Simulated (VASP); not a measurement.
# Ir (I4/mmm) in VASP: further runs, part 2 of 2

VASP 6.6.1. Earlier steps stand in the parts before.

**3. Single point, LDA (13.47 Å³/atom)**

The input, INCAR:

```
SYSTEM = Ir
ALGO = Fast ; EDIFF = 1E-6
ENCUT = 520 ; GGA = CA
ISIF = 2 ; ISMEAR = 0
LASPH = .TRUE. ; LCHARG = .FALSE.
LREAL = .FALSE. ; LWAVE = .FALSE.
NBANDS = 10 ; NELM = 60
PREC = Accurate ; SIGMA = 0.15
```

The input, KPOINTS:

```
k-points
0
G
  22 22 22
  0 0 0
```

The input, POSCAR:

```
Ir
1.0
    0.0000000000      2.2036365489      1.3865281165
    2.2036365489      0.0000000000      1.3865281165
    2.2036365489      2.2036365489      0.0000000000
Ir
1
Direct
    0.0000000000      0.0000000000      0.0000000000
```

Potentials or basis: VASP PAW LDA potentials, release 64 (Ir).

Launch:

```
cat potpaw_LDA.64/Ir/POTCAR > POTCAR
mpirun -np 1 vasp_std > vasp.out
```

OUTCAR:

```text
SYSTEM = Ir
   EDIFF = 1E-6
   ENCUT = 520
   GGA = CA
   ISIF = 2
   ISMEAR = 0
   LASPH = .TRUE.
   LREAL = .FALSE.
   NELM = 60
   PREC = Accurate

 ion  position               nearest neighbor table
   1  0.000  0.000  0.000-

  LATTYP: Found a body centered tetragonal cell.
 ALAT       =     3.1164126940
 C/A-ratio  =     0.8898231734

  Lattice vectors:

 A1 = (   0.0000000000,  -2.2036365489,  -1.3865281165)
 A2 = (   0.0000000000,   2.2036365489,  -1.3865281165)
 A3 = (   2.2036365489,   0.0000000000,   1.3865281165)

Analysis of symmetry for initial positions (statically):
=====================================================================
 Subroutine PRICEL returns:
 Original cell was already a primitive cell.

 Routine SETGRP: Setting up the symmetry group for a
 body centered tetragonal supercell.

 Subroutine GETGRP returns: Found 16 space group operations
 (whereof 16 operations were pure point group operations)
 out of a pool of 16 trial point group operations.

The static configuration has the point symmetry D_4h.

Analysis of symmetry for dynamics (positions and initial velocities):
=====================================================================
 Subroutine PRICEL returns:
 Original cell was already a primitive cell.

 Routine SETGRP: Setting up the symmetry group for a
 body centered tetragonal supercell.

 Subroutine GETGRP returns: Found 16 space group operations
 (whereof 16 operations were pure point group operations)
 out of a pool of 16 trial point group operations.

The dynamic configuration has the point symmetry D_4h.

 Subroutine INISYM returns: Found 16 space group operations
 (whereof 16 operations are pure point group operations),
 and found     1 'primitive' translations

----------------------------------------------------------------------------------------

                                     Primitive cell

  volume of cell :      13.4660

  direct lattice vectors                    reciprocal lattice vectors
     0.000000000  2.203636549  1.386528117    -0.226897671  0.226897671  0.360612954
     2.203636549  0.000000000  1.386528117     0.226897671 -0.226897671  0.360612954
     2.203636549  2.203636549  0.000000000     0.226897671  0.226897671 -0.360612954

  length of vectors
     2.603550318  2.603550318  3.116412694     0.482707788  0.482707788  0.482707788

  position of ions in fractional coordinates (direct lattice)
     0.000000000  0.000000000  0.000000000

  ion indices of the primitive-cell ions
   primitive index   ion index
                 1           1

----------------------------------------------------------------------------------------

 KPOINTS: k-points

Automatic generation of k-mesh.
 Grid dimensions read from file:
 generate k-points for:   22   22   22

 Generating k-lattice:

  Cartesian coordinates                     Fractional coordinates (reciprocal lattice)
    -0.010313530  0.010313530  0.016391498     0.045454545  0.000000000  0.000000000
     0.010313530 -0.010313530  0.016391498     0.000000000  0.045454545  0.000000000
     0.010313530  0.010313530 -0.016391498     0.000000000  0.000000000  0.045454545

  Length of vectors
     0.021941263  0.021941263  0.021941263

  Shift w.r.t. Gamma in fractional coordinates (k-lattice)
     0.000000000  0.000000000  0.000000000

 Subroutine IBZKPT returns following result:
 ===========================================

 Found    834 irreducible k-points:

 Following reciprocal coordinates:
            Coordinates               Weight
  0.000000  0.000000  0.000000      1.000000
  0.045455 -0.000000  0.000000      8.000000
  0.090909 -0.000000  0.000000      8.000000
  0.136364  0.000000  0.000000      8.000000
  0.181818 -0.000000  0.000000      8.000000
  0.227273  0.000000  0.000000      8.000000
[... 16 lines left out ...]
  0.500000  0.045455  0.000000      8.000000
 -0.454545  0.045455  0.000000      8.000000
 [... further k-points ...]
   k-points           NKPTS =    834   k-points in BZ     NKDIM =    834   number of bands    NBANDS=     10
   number of dos      NEDOS =    301   number of ions     NIONS =      1
   total plane-waves  NPLWV =   9600
   dimension x,y,z NGX =    20 NGY =   20 NGZ =   24
   dimension x,y,z NGXF=    40 NGYF=   40 NGZF=   48
   ions per type =               1
   NGX,Y,Z   is equivalent  to a cutoff of  12.77, 12.77, 12.80 a.u.
   NGXF,Y,Z  is equivalent  to a cutoff of  25.54, 25.54, 25.61 a.u.
 SYSTEM =  Ir
   PREC   = accura    normal or accurate (medium, high low for compatibility)
   ISTART =      0    job   : 0-new  1-cont  2-samecut
   ICHARG =      2    charge: 1-file 2-atom 10-const
   ISPIN  =      1    spin polarized calculation?
   LNONCOLLINEAR =      F non collinear calculations
   LSORBIT =      F    spin-orbit coupling
   LASPH  =      T    aspherical Exc in radial PAW
   ENCUT  =  520.0 eV  38.22 Ry    6.18 a.u.   4.84  4.84  5.79*2*pi/ulx,y,z
   NELM   =     60;   NELMIN=  2; NELMDL= -5     # of ELM steps
   EDIFF  = 0.1E-05   stopping-criterion for ELM
   LREAL  =      F    real-space projection
[... 7 lines left out ...]
   TEBEG  =    0.0;   TEEND  =   0.0 temperature during run
   PSTRESS=    0.0 pullay stress
   NELECT =       9.0000    total number of electrons
   NUPDOWN=      -1.0000    fix difference up-down
   EMIN   =  10.00;   EMAX   =-10.00  energy-range for DOS
   EFERMI =   0.00;   METHOD = LEGACY
   ISMEAR =     0;   SIGMA  =   0.15  broadening in eV -4-tet -1-fermi 0-gaus
   EFERMI_NEDOS =   21; number of points for ismear=-14 and -15
   IALGO  =     68    algorithm
   IMIX   =      4    mixing-type and parameters
     AMIX     =   0.40;   BMIX     =  1.00
     AMIX_MAG =   1.60;   BMIX_MAG =  1.00
  volume/ion in A,a.u.               =      13.47        90.87
  Fermi-wavevector in a.u.,A,eV,Ry     =   1.431340  2.704840 27.874720  2.048734
  Thomas-Fermi vector in A             =   2.551087
   LORBIT       =      0    0 simple, 1 ext, 2 COOP (PROOUT), +10 PAW based schemes
   GGA     = CA    functional components
   LHFCALC =     F    Hartree Fock is set to
   AEXX    =    0.0000 exact exchange contribution
   IVDW    =     0    specifies the selected vdW correction
   LEPSILON=     F    determine dielectric tensor
   LRPA    =     F    only Hartree local field effects (RPA)
 non-spin polarized calculation
 RMM-DIIS sequential band-by-band and
 Gauss-broadening in eV      SIGMA  =   0.15
  energy-cutoff  :      520.00
  volume of cell :       13.47
 maximum number of plane-waves:       372
   NGX =  9   NGY =  9   NGZ = 11

 number of electron       8.9999999 magnetization

 Free energy of the ion-electron system (eV)
  ---------------------------------------------------
  ext. energy  EPLUGINS =         0.00000000
  ---------------------------------------------------
  free energy    TOTEN  =        -9.76962005 eV

  energy without entropy =       -9.75241319  energy(sigma->0) =       -9.76101662

 E-fermi :  10.8519     XC(G=0): -14.4116

 val. band max:       10.8496837284   @ k =   0.2273   0.0455   0.1818
 cond. band min:      10.8524777499   @ k =  -0.3636   0.4091   0.1364
 fundamental gap:      0.0027940215
 Fermi energy:        10.8519016041

 k-point     1 :       0.0000    0.0000    0.0000
  band No.  band energies     occupation
      1      -0.4394      2.00000
      2       6.0387      2.00000
      3       7.4722      2.00000
      4       7.4722      2.00000
      5       8.9652      2.00000
      6      11.2149      0.00062
      7      27.0974      0.00000
      8      27.0974      0.00000
      9      29.9428      0.00000
     10      39.0823      0.00000

 k-point     2 :       0.0455   -0.0000    0.0000
  band No.  band energies     occupation
      1      -0.3304      2.00000
      2       6.0700      2.00000
      3       7.4506      2.00000
      4       7.4726      2.00000
      5       8.9828      2.00000
      6      11.1462      0.00553
      7      27.2625      0.00000
      8      27.2794      0.00000
      9      29.9622      0.00000
     10      38.0848      0.00000
[... 274 lines left out ...]
 k-point    24 :      -0.4545    0.0455    0.0000
  band No.  band energies     occupation
      1       2.7775      2.00000
      2       4.5467      2.00000
      3       9.6691      2.00000
      4      10.2291      2.00000
      5      12.3183      0.00000
      6      13.2083      0.00000
      7      20.8275      0.00000
      8      24.3296      0.00000
      9      27.7581      0.00000
     10      36.6254      0.00000

 [... further k-points ...]
[... 5 lines left out ...]
  --------------------------------------------------------------------------------------
  -------------------------------------------------------------------------------------
  Total        3.3056931      3.3056931      0.0325286      0.0000000      0.0000000      0.0000000
  in kB      393.3095649    393.3095649      3.8702387      0.0000000      0.0000000      0.0000000
  external PRESSURE =     263.4964562 kB  Pullay stress =       0.0000000 kB

 VOLUME and BASIS-vectors are now :
 -----------------------------------------------------------------------------
  energy-cutoff  :      520.00
  volume of cell :       13.47
      direct lattice vectors                 reciprocal lattice vectors
     0.000000000  2.203636549  1.386528117    -0.226897671  0.226897671  0.360612954
     2.203636549  0.000000000  1.386528117     0.226897671 -0.226897671  0.360612954
     2.203636549  2.203636549  0.000000000     0.226897671  0.226897671 -0.360612954

 POSITION                                       TOTAL-FORCE (eV/Angst)
 -----------------------------------------------------------------------------------
      0.00000      0.00000      0.00000         0.000000      0.000000     -0.000000
 -----------------------------------------------------------------------------------
    total drift:                               -0.000000     -0.000000      0.000000

  FREE ENERGIE OF THE ION-ELECTRON SYSTEM (eV)
  ---------------------------------------------------
  free  energy   TOTEN  =        -9.7696200454 eV

  energy  without entropy=       -9.7524131906  energy(sigma->0) =       -9.76101662
```

OSZICAR:

```text
N       E                     dE             d eps       ncg     rms          rms(c)
DAV:   1     0.476997423234E+02    0.47700E+02   -0.43688E+03 16800   0.827E+02
DAV:   2    -0.935995359792E+01   -0.57060E+02   -0.54411E+02 17054   0.200E+02
DAV:   3    -0.102837248718E+02   -0.92377E+00   -0.91841E+00 19404   0.309E+01
DAV:   4    -0.102929404462E+02   -0.92156E-02   -0.92132E-02 19268   0.284E+00
DAV:   5    -0.102931283973E+02   -0.18795E-03   -0.18795E-03 19610   0.387E-01    0.187E+01
RMM:   6    -0.986352742234E+01    0.42960E+00   -0.28344E-01 17435   0.668E+00    0.811E+00
RMM:   7    -0.977434064018E+01    0.89187E-01   -0.14699E-01 17668   0.349E+00    0.176E+00
RMM:   8    -0.977019652878E+01    0.41441E-02   -0.19265E-02 19835   0.203E+00    0.747E-01
RMM:   9    -0.976991295410E+01    0.28357E-03   -0.39612E-03 20162   0.516E-01    0.235E-01
RMM:  10    -0.976961508701E+01    0.29787E-03   -0.11755E-03 18508   0.492E-01    0.124E-01
RMM:  11    -0.976961929994E+01   -0.42129E-05   -0.15946E-04 21714   0.104E-01    0.289E-02
RMM:  12    -0.976962119926E+01   -0.18993E-05   -0.29838E-05 22624   0.493E-02    0.218E-02
RMM:  13    -0.976962272193E+01   -0.15227E-05   -0.57753E-06 16557   0.175E-02    0.252E-02
RMM:  14    -0.976962002373E+01    0.26982E-05   -0.44516E-06 17831   0.289E-02    0.449E-03
RMM:  15    -0.976962004541E+01   -0.21674E-07   -0.38448E-07 10381   0.520E-03
   1 F= -.97696200E+01 E0= -.97610166E+01  d E =-.172069E-01
```

stdout:

```text
POSCAR found type information on POSCAR Ir
 POSCAR found :  1 types and       1 ions
 scaLAPACK will be used
 LDA part: xc-table for (Slater(with rela. corr.)+CA(PZ))
 , standard interpolation
 POSCAR, INCAR and KPOINTS ok, starting setup
 FFT: planning ... GRIDC
 FFT: planning ... GRID_SOFT
 FFT: planning ... GRID
 WAVECAR not read
 entering main loop
```

Run time: 52 s. Hardware: 1 thread of Intel Xeon 6975P-C (Granite Rapids), shared host; peak memory 0.22 GiB.

Results:

| Item | Value |
| --- | --- |
| Free energy | -9.7696 eV |
| Pressure | 26.3 GPa |
| Band gap on the k mesh | zero (an odd number of electrons rules out a gap without spin polarisation) |

Stress tensor (GPa, compression positive):
```
39.33  0.00  0.00
 0.00 39.33  0.00
 0.00  0.00  0.39
```

Caveat: the stress differs along the axes, from 0 to 39 GPa; spin-orbit coupling is left out, which moves the levels of the heavy elements.

**4. Single point, LDA (13.47 Å³/atom)**

The input, INCAR:

```
SYSTEM = Ir
  ALGO = Fast
  EDIFF = 1E-7
  ENCUT = 520
  GGA = CA
  ISIF = 2
  ISMEAR = 0
  LASPH = .True.
  LCHARG = .False.
  LREAL = .False.
  LWAVE = .False.
  NBANDS = 10
  NELM = 100
  PREC = Accurate
  SIGMA = 0.15
```

The input, KPOINTS:

```
k-points
0
Gamma
  22 22 22
  0 0 0
```

The input, POSCAR:

```
Ir
1.0
    0.0000000000      1.7935462743      2.0930685021
    1.7935462743      0.0000000000      2.0930685021
    1.7935462743      1.7935462743      0.0000000000
Ir
1
Direct
    0.0000000000      0.0000000000      0.0000000000
```

Launch:

```
cat potpaw_LDA.64/Ir/POTCAR > POTCAR
mpirun -np 1 vasp_std > vasp.out
```

It took 71 s on 1 thread of Intel Xeon 6975P-C (Granite Rapids), shared host; peak memory 0.24 GiB.

The run converged. Its results:

```yaml
Free_energy: -10.0199 eV
Pressure: 21.8 GPa
Band_gap_on_the_k_mesh: zero (an odd number of electrons rules out a gap without spin polarisation)
```

Stress tensor (GPa, compression positive):
```
 43.06   0.00   0.00
  0.00  43.06   0.00
  0.00   0.00 -20.73
```

Levels at points of the mesh, in eV from the Fermi level:
```tsv
k point	band 1	band 2	band 3	band 4	band 5	band 6	band 7	band 8	band 9
(0.00, 0.00, 0.00)	-11.60	-5.61	-3.22	-3.22	-2.94	0.17	14.69	17.10	21.86
(0.50, 0.00, 0.00)	-8.58	-5.31	-3.15	-0.72	0.57	1.39	8.13	13.31	19.77
(0.50, 0.50, 0.00)	-8.62	-7.88	-0.24	1.35	1.48	1.48	8.44	13.99	13.99
(0.50, 0.00, 0.50)	-8.46	-7.72	0.35	0.56	2.92	3.00	10.36	12.20	12.97
```

Caveat: the stress differs along the axes, from -21 to 43 GPa; spin-orbit coupling is left out, which moves the levels of the heavy elements.

**5. Single point, LDA (13.47 Å³/atom)**

The input, INCAR:

```
SYSTEM = Ir
PREC     = Accurate       ! precision mode
ENCUT    = 520            ! plane-wave cutoff, eV
EDIFF    = 1E-6           ! SCF threshold, eV
ISMEAR   = 0              ! smearing method
SIGMA    = 0.15           ! smearing width, eV
LREAL    = .False.        ! projectors in reciprocal space
LASPH    = .True.         ! aspherical terms in the spheres
NELM     = 80             ! most SCF steps
ALGO     = Fast           ! electronic algorithm
ISIF     = 2              ! what is computed and relaxed
LWAVE    = .False.        ! write WAVECAR
LCHARG   = .False.        ! write CHGCAR
NBANDS   = 10             ! bands
```

The input, KPOINTS:

```
Automatic mesh
0
Gamma
  22 22 22
  0 0 0
```

The input, POSCAR:

```
Ir
1.0
    0.0000000000      1.9375196552      1.7935619448
    1.9375196552      0.0000000000      1.7935619448
    1.9375196552      1.9375196552      0.0000000000
Ir
1
Direct
    0.0000000000      0.0000000000      0.0000000000
```

Launch:

```
cat potpaw_LDA.64/Ir/POTCAR > POTCAR
mpirun -np 1 vasp_std > vasp.out
```

Wall time 43 s (1 thread of Intel Xeon 6975P-C (Granite Rapids), shared host); peak memory 0.22 GiB.

The run converged. Its results:

| Quantity | Value |
| --- | --- |
| Free energy | -10.2384 eV |
| Pressure | 19.1 GPa |
| Band gap on the k mesh | zero (an odd number of electrons rules out a gap without spin polarisation) |

Stress tensor (GPa, compression positive):
```
 8.94  0.00  0.00
 0.00  8.94  0.00
 0.00  0.00 39.54
```

Levels at points of the mesh, in eV from the Fermi level:
```
           k point  band 1  band 2  band 3  band 4  band 5  band 6  band 7  band 8  band 9
(0.00, 0.00, 0.00)  -11.58   -4.46   -4.46   -3.45   -1.96   -0.61   14.41   19.27   19.27
(0.50, 0.00, 0.00)   -8.59   -4.84   -3.65   -0.75    0.69    1.36    7.90   13.76   19.63
(0.50, 0.50, 0.00)   -8.39   -7.95    0.98    1.70    1.70    3.00   11.07   11.07   12.75
(0.50, 0.00, 0.50)   -8.48   -7.77    0.94    1.11    1.26    2.09   10.59   12.01   13.07
```

Caveat: the stress differs along the axes, from 9 to 40 GPa; spin-orbit coupling is left out, which moves the levels of the heavy elements.

**6. Single point, LDA (12.73 Å³/atom)**

This run uses another cell than the first one, of 12.73 Å³/atom.

The input, INCAR:

```
SYSTEM = Ir
PREC     = Accurate       ! precision mode
ENCUT    = 560            ! plane-wave cutoff, eV
EDIFF    = 1E-6           ! SCF threshold, eV
ISMEAR   = 0              ! smearing method
SIGMA    = 0.15           ! smearing width, eV
LREAL    = .FALSE.        ! projectors in reciprocal space
LASPH    = .TRUE.         ! aspherical terms in the spheres
NELM     = 120            ! most SCF steps
ALGO     = Normal         ! electronic algorithm
ISIF     = 2              ! what is computed and relaxed
LWAVE    = .FALSE.        ! write WAVECAR
LCHARG   = .TRUE.         ! write CHGCAR
LELF     = .TRUE.         ! ELF
LVHAR    = .TRUE.       
NBANDS   = 14             ! bands
GGA_COMPAT= .FALSE.
```

The input, KPOINTS:

```
Automatic mesh
0
G
  22 22 22
  0 0 0
```

The input, POSCAR:

```
Ir
1.0
    0.0000000000      2.0019836597      1.5879734389
    2.0019836597      0.0000000000      1.5879734389
    2.0019836597      2.0019836597      0.0000000000
Ir
1
Direct
    0.0000000000      0.0000000000      0.0000000000
```

Potentials or basis: VASP PAW LDA potentials, release 64 (Ir_sv_GW).

Launch:

```
cat potpaw_LDA.64/Ir_sv_GW/POTCAR > POTCAR
mpirun -np 1 vasp_std > vasp.out
```

Run time: 2.1 min. Hardware: 1 thread of AMD EPYC 7R13 (Zen 3), shared host; peak memory 0.24 GiB.

It converged, with:

* Free energy: -10.2217 eV
* Pressure: 51.8 GPa
* Band gap on the k mesh: zero (an odd number of electrons rules out a gap without spin polarisation)

Stress tensor (GPa, compression positive):
```
29.69  0.00  0.00
 0.00 29.69  0.00
 0.00  0.00 95.88
```

Levels at points of the mesh, in eV from the Fermi level:
| k point | band 5 | band 6 | band 7 | band 8 | band 9 | band 10 | band 11 | band 12 |
| --- | --- | --- | --- | --- | --- | --- | --- | --- |
| (0.00, 0.00, 0.00) | -12.01 | -4.80 | -4.80 | -3.49 | -2.02 | -0.07 | 14.54 | 16.98 |
| (0.50, 0.00, 0.00) | -9.05 | -6.13 | -2.14 | -0.52 | 0.15 | 2.43 | 9.17 | 12.78 |
| (0.50, 0.50, 0.00) | -8.76 | -8.67 | 1.46 | 2.01 | 2.01 | 6.01 | 9.55 | 9.55 |
| (0.50, 0.00, 0.50) | -8.99 | -7.60 | 0.28 | 0.38 | 0.40 | 2.89 | 10.39 | 12.13 |

Caveat: the stress differs along the axes, from 30 to 96 GPa; spin-orbit coupling is left out, which moves the levels of the heavy elements.

**7. Overview**

```tsv
potentials or basis	cell	cutoff (eV)	gap on the mesh (eV)	pressure (GPa)
VASP PAW LDA potentials, release 64 (Ir)	a = 2.618, b = 2.618, c = 2.812 Å, angles 57.5, 57.5, 65.0°, 1 atom	520	none	19.8
VASP PAW LDA potentials, release 64 (Ir)	a = 2.604, b = 2.604, c = 3.116 Å, angles 53.2, 53.2, 73.5°, 1 atom	520	none	26.3
VASP PAW LDA potentials, release 64 (Ir)	a = 2.756, b = 2.756, c = 2.536 Å, angles 62.6, 62.6, 54.8°, 1 atom	520	none	21.8
VASP PAW LDA potentials, release 64 (Ir)	a = 2.640, b = 2.640, c = 2.740 Å, angles 58.7, 58.7, 62.5°, 1 atom	520	none	19.1
VASP PAW LDA potentials, release 64 (Ir_sv_GW)	a = 2.555, b = 2.555, c = 2.831 Å, angles 56.4, 56.4, 67.3°, 1 atom	560	none	51.8
```

Alike in all rows: task single point; level LDA; no spin polarisation; k mesh 22 × 22 × 22; smearing gaussian 0.15 eV.

Caveats: spin-orbit coupling is left out, which moves the levels of the heavy elements; the stress differs along the axes, from 2 to 55 GPa (at least some runs); the stress differs along the axes, from 0 to 39 GPa (at least some runs); the stress differs along the axes, from -21 to 43 GPa (at least some runs); the stress differs along the axes, from 9 to 40 GPa (at least some runs); the stress differs along the axes, from 30 to 96 GPa (at least some runs).

Absolute energies hang on the potentials; compare differences alone.
